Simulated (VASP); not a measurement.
Write the native input for VASP 6.6.1 that does the following.

```
Task                   : single point
Functional             : PBEsol
Potentials or basis    : VASP PAW PBE potentials, release 64 (Li_sv)
Cutoff                 : 520 eV
k mesh                 : 12 × 12 × 12
Occupations            : fermi-dirac, width 0.05 eV
Spin                   : no spin polarisation
Dipole correction      : no
Further INCAR settings : ALGO = Normal; EDIFF = 1e-06; NBANDS = 12
```

The structure of Li lies in POSCAR:

```
Li
1.0
    1.5504989657      0.8951809952      7.6641830000
   -1.5504989657      0.8951809952      7.6641830000
    0.0000000000     -1.7903619905      7.6641830000
Li
3
Direct
    0.0000000000      0.0000000000      0.0000000000
    0.2220000000      0.2220000000      0.2220000000
    0.7780000000      0.7780000000      0.7780000000
```

This cell differs from its parent crystal: zz strain of +1 %.

The input as run:

INCAR

```
PREC = Accurate ; ENCUT = 520
EDIFF = 1E-6 ; ISMEAR = -1
SIGMA = 0.05 ; LREAL = False
LASPH = True ; NELM = 80
ALGO = Normal ; ISIF = 2
LWAVE = False ; LCHARG = False
GGA = PS ; NBANDS = 12
```

KPOINTS

```
regular mesh
0
Gamma
  12 12 12
```

Potentials or basis: VASP PAW PBE potentials, release 64 (Li_sv).

Run with:

```bash
$ cat potpaw_PBE.64/Li_sv/POTCAR > POTCAR
$ mpirun -np 1 vasp_std > vasp.out
```

Results of the run:

```
Largest force          : 0.009 eV/Å
Band gap on the k mesh : zero (an odd number of electrons rules out a gap without spin polarisation)
```

Caveat: the cell differs from its parent crystal (zz strain of +1 %); the PAW data sets were made with another functional, which shifts forces and pressure a little.

Run time: 6.9 min on 1 thread of Intel(R) Xeon(R) Platinum 8259CL CPU @ 2.50GHz (Skylake/Cascade Lake), on a shared host, peak memory 0.5 GiB.
